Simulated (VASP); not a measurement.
# Zn3F (P-6m2) in VASP: further runs

Zn3F is run at these levels: PBE; tasks: single point.

All numbers are computed with VASP 6.6.1; they aren't measurements. Logs are shortened: lines on timing, memory, paths and dates and some standing lists are left out, and cuts for length are marked.

## (1) The cell of the first run

The structure is hexagonal, space group P-6m2 (No. 187). The conventional cell has a = 2.786 Å, b = 2.786 Å, c = 8.394 Å, α = 90.00°, β = 90.00°, γ = 120.00°. Within 3.6 Å of Zn (site symmetry -6m2) lie 12 Zn at 2.76 to 2.79 Å. Within 3.3 Å of Zn (site symmetry 3m) lie 3 F at 2.53 Å and 9 Zn at 2.76 to 2.79 Å. Within 3.3 Å of F (site symmetry -6m2) lie 6 Zn at 2.53 Å and 6 F at 2.79 Å.

The cell was built from a structure type or drawn by symmetry, and may not be a known phase.

## (2) Single point, PBE

INCAR reads:

```
  PREC = Accurate
  ENCUT = 520
  EDIFF = 1E-6
  ISMEAR = 0
  SIGMA = 0.1
  LREAL = F
  LASPH = T
  NELM = 100
  ALGO = Normal
  ISIF = 2
  LWAVE = F
  LCHARG = F
  GGA = PE
  NBANDS = 30
```

KPOINTS reads:

```
Automatic mesh
0
Gamma
  6 6 2
```

POSCAR reads:

```
Zn3F
1.0
    2.7859536900      0.0000000000      0.0000000000
   -1.3929768500      2.4127066700      0.0000000000
    0.0000000000      0.0000000000      8.3941974500
Zn F
3 1
Direct
    0.0000000000      0.0000000000      0.0000000000
    0.6666666700      0.3333333300      0.7329089000
    0.6666666700      0.3333333300      0.2670911000
    0.0000000000      0.0000000000      0.5000000000
```

Potentials or basis: VASP PAW PBE potentials, release 64 (Zn, F).

The run is started by

```
> cat potpaw_PBE.64/Zn/POTCAR potpaw_PBE.64/F/POTCAR > POTCAR
> mpirun -np 1 vasp_std > vasp.out
```

OUTCAR:

```text
PREC = Accurate
   ENCUT = 520
   EDIFF = 1E-6
   ISMEAR = 0
   LREAL = F
   LASPH = T
   NELM = 100
   ISIF = 2
   GGA = PE

 ion  position               nearest neighbor table
   1  0.000  0.000  0.000-   2 2.76   3 2.76   2 2.76   3 2.76   2 2.76   3 2.76
   2  0.667  0.333  0.733-   1 2.76   1 2.76   1 2.76
   3  0.667  0.333  0.267-   1 2.76   1 2.76   1 2.76
   4  0.000  0.000  0.500-

  LATTYP: Found a hexagonal cell.
 ALAT       =     2.7859536900
 C/A-ratio  =     3.0130427078

  Lattice vectors:

 A1 = (   2.7859536900,   0.0000000000,   0.0000000000)
 A2 = (  -1.3929768500,   2.4127066700,   0.0000000000)
 A3 = (   0.0000000000,   0.0000000000,   8.3941974500)

Analysis of symmetry for initial positions (statically):
=====================================================================
 Subroutine PRICEL returns:
 Original cell was already a primitive cell.

 Routine SETGRP: Setting up the symmetry group for a
 hexagonal supercell.

 Subroutine GETGRP returns: Found 12 space group operations
 (whereof 12 operations were pure point group operations)
 out of a pool of 24 trial point group operations.

The static configuration has the point symmetry D_3h.

Analysis of symmetry for dynamics (positions and initial velocities):
=====================================================================
 Subroutine PRICEL returns:
 Original cell was already a primitive cell.

 Routine SETGRP: Setting up the symmetry group for a
 hexagonal supercell.

 Subroutine GETGRP returns: Found 12 space group operations
 (whereof 12 operations were pure point group operations)
 out of a pool of 24 trial point group operations.

The dynamic configuration has the point symmetry D_3h.

 Subroutine INISYM returns: Found 12 space group operations
 (whereof 12 operations are pure point group operations),
 and found     1 'primitive' translations

----------------------------------------------------------------------------------------

                                     Primitive cell

  volume of cell :      56.4232

  direct lattice vectors                    reciprocal lattice vectors
     2.785953690  0.000000000  0.000000000     0.358943511  0.207236134  0.000000000
    -1.392976850  2.412706670  0.000000000     0.000000000  0.414472266  0.000000000
     0.000000000  0.000000000  8.394197450     0.000000000  0.000000000  0.119129912

  length of vectors
     2.785953690  2.785953693  8.394197450     0.414472266  0.414472266  0.119129912

  position of ions in fractional coordinates (direct lattice)
     0.000000000  0.000000000  0.000000000
     0.666666670  0.333333330  0.732908900
     0.666666670  0.333333330  0.267091100
     0.000000000  0.000000000  0.500000000

  ion indices of the primitive-cell ions
   primitive index   ion index
                 1           1
                 2           2
                 3           3
                 4           4

----------------------------------------------------------------------------------------

 KPOINTS: Automatic mesh

Automatic generation of k-mesh.
 Grid dimensions read from file:
 generate k-points for:    6    6    2

 Generating k-lattice:

  Cartesian coordinates                     Fractional coordinates (reciprocal lattice)
     0.059823919  0.034539356  0.000000000     0.166666667  0.000000000  0.000000000
     0.000000000  0.069078711  0.000000000     0.000000000  0.166666667  0.000000000
     0.000000000  0.000000000  0.059564956     0.000000000  0.000000000  0.500000000

  Length of vectors
     0.069078711  0.069078711  0.059564956

  Shift w.r.t. Gamma in fractional coordinates (k-lattice)
     0.000000000  0.000000000  0.000000000

 Subroutine IBZKPT returns following result:
 ===========================================

 Found     14 irreducible k-points:

 Following reciprocal coordinates:
            Coordinates               Weight
  0.000000  0.000000  0.000000      1.000000
  0.166667  0.000000  0.000000      6.000000
  0.333333  0.000000  0.000000      6.000000
  0.500000  0.000000  0.000000      3.000000
  0.166667  0.166667  0.000000      6.000000
  0.333333  0.166667  0.000000     12.000000
  0.333333  0.333333  0.000000      2.000000
  0.000000  0.000000  0.500000      1.000000
  0.166667  0.000000  0.500000      6.000000
  0.333333  0.000000  0.500000      6.000000
  0.500000  0.000000  0.500000      3.000000
  0.166667  0.166667  0.500000      6.000000
  0.333333  0.166667  0.500000     12.000000
  0.333333  0.333333  0.500000      2.000000
   k-points           NKPTS =     14   k-points in BZ     NKDIM =     14   number of bands    NBANDS=     30
   number of dos      NEDOS =    301   number of ions     NIONS =      4
   total plane-waves  NPLWV =  36864
   dimension x,y,z NGX =    24 NGY =   24 NGZ =   64
   dimension x,y,z NGXF=    48 NGYF=   48 NGZF=  128
   ions per type =               3   1
   NGX,Y,Z   is equivalent  to a cutoff of  14.32, 14.32, 12.68 a.u.
   NGXF,Y,Z  is equivalent  to a cutoff of  28.64, 28.64, 25.35 a.u.
 SYSTEM =  unknown system
   PREC   = accura    normal or accurate (medium, high low for compatibility)
   ISTART =      0    job   : 0-new  1-cont  2-samecut
   ICHARG =      2    charge: 1-file 2-atom 10-const
   ISPIN  =      1    spin polarized calculation?
   LNONCOLLINEAR =      F non collinear calculations
   LSORBIT =      F    spin-orbit coupling
   LASPH  =      T    aspherical Exc in radial PAW
   ENCUT  =  520.0 eV  38.22 Ry    6.18 a.u.   5.18  5.18 15.61*2*pi/ulx,y,z
   NELM   =    100;   NELMIN=  2; NELMDL= -5     # of ELM steps
   EDIFF  = 0.1E-05   stopping-criterion for ELM
   LREAL  =      F    real-space projection
   EDIFFG = 0.1E-04   stopping-criterion for IOM
   NSW    =      0    number of steps for IOM
   IBRION =     -1    ionic relax: 0-MD 1-quasi-New 2-CG
   NFREE  =      0    steps in history (QN), initial steepest desc. (CG)
   ISIF   =      2    stress and relaxation
   ISYM   =      2    0-nonsym 1-usesym 2-fastsym
   POTIM  = 0.5000    time-step for ionic-motion
   TEBEG  =    0.0;   TEEND  =   0.0 temperature during run
   PSTRESS=    0.0 pullay stress
   NELECT =      43.0000    total number of electrons
   NUPDOWN=      -1.0000    fix difference up-down
   EMIN   =  10.00;   EMAX   =-10.00  energy-range for DOS
   EFERMI =   0.00;   METHOD = LEGACY
   ISMEAR =     0;   SIGMA  =   0.10  broadening in eV -4-tet -1-fermi 0-gaus
   EFERMI_NEDOS =   21; number of points for ismear=-14 and -15
   IALGO  =     38    algorithm
   IMIX   =      4    mixing-type and parameters
     AMIX     =   0.40;   BMIX     =  1.00
     AMIX_MAG =   1.60;   BMIX_MAG =  1.00
  volume/ion in A,a.u.               =      14.11        95.19
  Fermi-wavevector in a.u.,A,eV,Ry     =   1.495358  2.825816 30.423918  2.236095
  Thomas-Fermi vector in A             =   2.607513
   LORBIT       =      0    0 simple, 1 ext, 2 COOP (PROOUT), +10 PAW based schemes
   GGA     = PE    functional components
   LHFCALC =     F    Hartree Fock is set to
   AEXX    =    0.0000 exact exchange contribution
   IVDW    =     0    specifies the selected vdW correction
   LEPSILON=     F    determine dielectric tensor
   LRPA    =     F    only Hartree local field effects (RPA)
 non-spin polarized calculation
 Gauss-broadening in eV      SIGMA  =   0.10
  energy-cutoff  :      520.00
  volume of cell :       56.42
 maximum number of plane-waves:      1530
 NGX is ok and might be reduce to    24
   NGX = 11   NGY = 11   NGZ = 31

 number of electron      42.9999984 magnetization

 Free energy of the ion-electron system (eV)
  ---------------------------------------------------
  ext. energy  EPLUGINS =         0.00000000
  ---------------------------------------------------
  free energy    TOTEN  =        -7.25838350 eV

  energy without entropy =       -7.25093642  energy(sigma->0) =       -7.25465996

 E-fermi :   2.3874     XC(G=0): -11.1701

 val. band max:        2.3838421237   @ k =   0.3333   0.3333   0.5000
 cond. band min:       2.4049068493   @ k =   0.3333   0.3333   0.5000
 fundamental gap:      0.0210647256
 Fermi energy:         2.3873831839

 k-point     1 :       0.0000    0.0000    0.0000
  band No.  band energies     occupation
      1     -20.0735      2.00000
      2      -7.5026      2.00000
      3      -6.2302      2.00000
      4      -6.0025      2.00000
      5      -5.5044      2.00000
      6      -5.5044      2.00000
[... 22 lines left out ...]
     29      19.2968      0.00000
     30      19.2971      0.00000

 k-point     2 :       0.1667    0.0000    0.0000
  band No.  band energies     occupation
      1     -19.9494      2.00000
      2      -6.8294      2.00000
      3      -5.8349      2.00000
      4      -5.7818      2.00000
      5      -5.5586      2.00000
      6      -5.3673      2.00000
[... 22 lines left out ...]
     29      16.0831      0.00000
     30      16.8045      0.00000

 k-point     3 :       0.3333    0.0000    0.0000
  band No.  band energies     occupation
      1     -19.6907      2.00000
      2      -6.0427      2.00000
      3      -5.8355      2.00000
      4      -5.7352      2.00000
      5      -5.3856      2.00000
      6      -5.2854      2.00000
[... 22 lines left out ...]
     29      14.1302      0.00000
     30      14.3656      0.00000

 k-point     4 :       0.5000    0.0000    0.0000
  band No.  band energies     occupation
      1     -19.5553      2.00000
      2      -6.0916      2.00000
      3      -5.9552      2.00000
      4      -5.7418      2.00000
      5      -5.4700      2.00000
      6      -5.3201      2.00000
[... 22 lines left out ...]
     29      12.9702      0.00000
     30      13.4828      0.00000

 k-point     5 :       0.1667    0.1667    0.0000
  band No.  band energies     occupation
      1     -19.7570      2.00000
      2      -5.8994      2.00000
      3      -5.7215      2.00000
      4      -5.7159      2.00000
      5      -5.6280      2.00000
      6      -5.3390      2.00000
[... 22 lines left out ...]
     29      13.5510      0.00000
     30      14.0148      0.00000

 k-point     6 :       0.3333    0.1667    0.0000
  band No.  band energies     occupation
      1     -19.5568      2.00000
      2      -5.8794      2.00000
      3      -5.8472      2.00000
      4      -5.6566      2.00000
      5      -5.4500      2.00000
      6      -5.2971      2.00000
[... 22 lines left out ...]
     29      11.9973      0.00000
     30      12.7392      0.00000

 k-point     7 :       0.3333    0.3333    0.0000
  band No.  band energies     occupation
      1     -19.4889      2.00000
      2      -5.7184      2.00000
      3      -5.6490      2.00000
      4      -5.5947      2.00000
      5      -5.5923      2.00000
      6      -5.5155      2.00000
[... 22 lines left out ...]
     29      10.3488      0.00000
     30      12.7444      0.00000

 k-point     8 :       0.0000    0.0000    0.5000
  band No.  band energies     occupation
      1     -20.0736      2.00000
      2      -7.6346      2.00000
      3      -6.0864      2.00000
      4      -5.8235      2.00000
      5      -5.5041      2.00000
      6      -5.5041      2.00000
[... 22 lines left out ...]
     29      19.2071      0.00000
     30      19.4523      0.00000

 k-point     9 :       0.1667    0.0000    0.5000
  band No.  band energies     occupation
      1     -19.9492      2.00000
      2      -6.9384      2.00000
      3      -5.8765      2.00000
      4      -5.5755      2.00000
      5      -5.5623      2.00000
      6      -5.3621      2.00000
[... 22 lines left out ...]
     29      16.5587      0.00000
     30      16.8717      0.00000

 k-point    10 :       0.3333    0.0000    0.5000
  band No.  band energies     occupation
      1     -19.6907      2.00000
      2      -6.0359      2.00000
      3      -5.8211      2.00000
      4      -5.7394      2.00000
      5      -5.3647      2.00000
      6      -5.3625      2.00000
[... 22 lines left out ...]
     29      13.8613      0.00000
     30      14.5701      0.00000

 k-point    11 :       0.5000    0.0000    0.5000
  band No.  band energies     occupation
      1     -19.5551      2.00000
      2      -6.0892      2.00000
      3      -5.9389      2.00000
      4      -5.7218      2.00000
      5      -5.4625      2.00000
      6      -5.4334      2.00000
[... 22 lines left out ...]
     29      13.0567      0.00000
     30      13.7295      0.00000

 k-point    12 :       0.1667    0.1667    0.5000
  band No.  band energies     occupation
      1     -19.7571      2.00000
      2      -5.9169      2.00000
      3      -5.7204      2.00000
      4      -5.7125      2.00000
      5      -5.6350      2.00000
      6      -5.3257      2.00000
[... 22 lines left out ...]
     29      13.7614      0.00000
     30      14.1508      0.00000

 k-point    13 :       0.3333    0.1667    0.5000
  band No.  band energies     occupation
      1     -19.5567      2.00000
      2      -5.8763      2.00000
      3      -5.8443      2.00000
      4      -5.6478      2.00000
      5      -5.4537      2.00000
      6      -5.3433      2.00000
[... 22 lines left out ...]
     29      12.0656      0.00000
     30      12.5616      0.00000

 k-point    14 :       0.3333    0.3333    0.5000
  band No.  band energies     occupation
      1     -19.4892      2.00000
      2      -5.7252      2.00000
      3      -5.6589      2.00000
      4      -5.5921      2.00000
      5      -5.5855      2.00000
      6      -5.5139      2.00000
[... 22 lines left out ...]
     29      10.7012      0.00000
     30      11.9200      0.00000

------------------------ aborting loop because EDIFF is reached ----------------------------------------

  FORCE on cell =-STRESS in cart. coord.  units (eV):
  Direction    XX          YY          ZZ          XY          YZ          ZX
  --------------------------------------------------------------------------------------
  -------------------------------------------------------------------------------------
  Total       -0.3696560     -0.3696560     -1.0974984      0.0000000      0.0000000     -0.0000000
  in kB      -10.4966504    -10.4966504    -31.1642654      0.0000000      0.0000000     -0.0000000
  external PRESSURE =     -17.3858554 kB  Pullay stress =       0.0000000 kB

 VOLUME and BASIS-vectors are now :
 -----------------------------------------------------------------------------
  energy-cutoff  :      520.00
  volume of cell :       56.42
      direct lattice vectors                 reciprocal lattice vectors
     2.785953690  0.000000000  0.000000000     0.358943511  0.207236134  0.000000000
    -1.392976850  2.412706670  0.000000000     0.000000000  0.414472266  0.000000000
     0.000000000  0.000000000  8.394197450     0.000000000  0.000000000  0.119129912

 POSITION                                       TOTAL-FORCE (eV/Angst)
 -----------------------------------------------------------------------------------
      0.00000      0.00000      0.00000         0.000000      0.000000      0.000000
      1.39298      0.80424      6.15218        -0.000000      0.000000     -1.183832
      1.39298      0.80424      2.24202        -0.000000      0.000000      1.183832
      0.00000      0.00000      4.19710         0.000000     -0.000000      0.000000
 -----------------------------------------------------------------------------------
    total drift:                               -0.000003      0.000002      0.000000

  FREE ENERGIE OF THE ION-ELECTRON SYSTEM (eV)
  ---------------------------------------------------
  free  energy   TOTEN  =        -7.2583834999 eV

  energy  without entropy=       -7.2509364224  energy(sigma->0) =       -7.25465996
```

Wall time 21 s (1 thread of AMD EPYC 9R45 (Zen 5), shared host); peak memory 0.15 GiB.

Results:

```yaml
Free_energy: -7.2584 eV
Pressure: -1.7 GPa
Largest_force: 1.184 eV/Å
Band_gap_on_the_k_mesh: zero (an odd number of electrons rules out a gap without spin polarisation)
```

Forces on the atoms (eV/Å):
```
Zn   0.000  0.000  0.000
Zn   0.000  0.000 -1.184
Zn   0.000  0.000  1.184
F    0.000  0.000  0.000
```

Stress tensor (GPa, compression positive):
```
-1.05  0.00  0.00
 0.00 -1.05  0.00
 0.00  0.00 -3.12
```

Levels at points of the mesh, in eV from the Fermi level:
| k point | band 18 | band 19 | band 20 | band 21 | band 22 | band 23 | band 24 | band 25 | band 26 | band 27 |
| --- | --- | --- | --- | --- | --- | --- | --- | --- | --- | --- |
| (0.00, 0.00, 0.00) | -6.91 | -4.40 | -3.21 | -2.31 | -2.31 | 2.52 | 5.28 | 13.24 | 13.97 | 15.23 |
| (0.50, 0.00, 0.00) | -4.32 | -2.81 | -2.76 | -2.28 | -0.33 | 0.25 | 2.68 | 3.46 | 6.70 | 8.53 |
| (0.00, 0.00, 0.50) | -6.83 | -5.95 | -2.31 | -2.31 | -0.87 | 0.18 | 7.50 | 9.92 | 15.24 | 15.24 |
| (0.50, 0.00, 0.50) | -4.40 | -2.87 | -2.75 | -1.76 | -1.06 | 0.67 | 2.27 | 3.94 | 6.56 | 8.34 |

Caveat: the k points lie up to 0.43 Å⁻¹ apart, too coarse for converged energies and pressures of a metal; an odd number of electrons without spin polarisation forces a metal; a magnetic or distorted state may lie lower.

(Continued in part 2 of 2.)
